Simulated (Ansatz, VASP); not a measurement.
# GaAs in VASP and in Ansatz

```xyz
2
Lattice="0.0000 2.8435 2.8435 2.8435 0.0000 2.8435 2.8435 2.8435 0.0000" Properties=species:S:1:pos:R:3 pbc="T T T"
Ga    0.0000    0.0000    0.0000
As    1.4217    1.4217    1.4217
```

Alike in both runs: task single point; functional PBE; k mesh 10 × 10 × 10; occupations gaussian, width 0.01 eV; no spin polarisation.

```csv
,VASP,Ansatz
version,VASP 6.6.1,Ansatz 0.2.0
potentials or method,"VASP PAW PBE potentials, release 64 (Ga_d, As), cutoff 520 eV","scalar-relativistic, plane waves, PAW"
valence electrons in the cell,18,28
```

```csv
,VASP,Ansatz,Ansatz less VASP
gap on the k mesh at the Fermi level (eV),0.39,0.39,-0.004
least direct gap on the mesh (eV),0.39,0.39,-0.004
pressure (GPa),2.2,2.0,-0.17
```

VASP's potentials hold 18 valence electrons a cell and Ansatz's 28, so a difference there can come from the potentials and not from the codes.
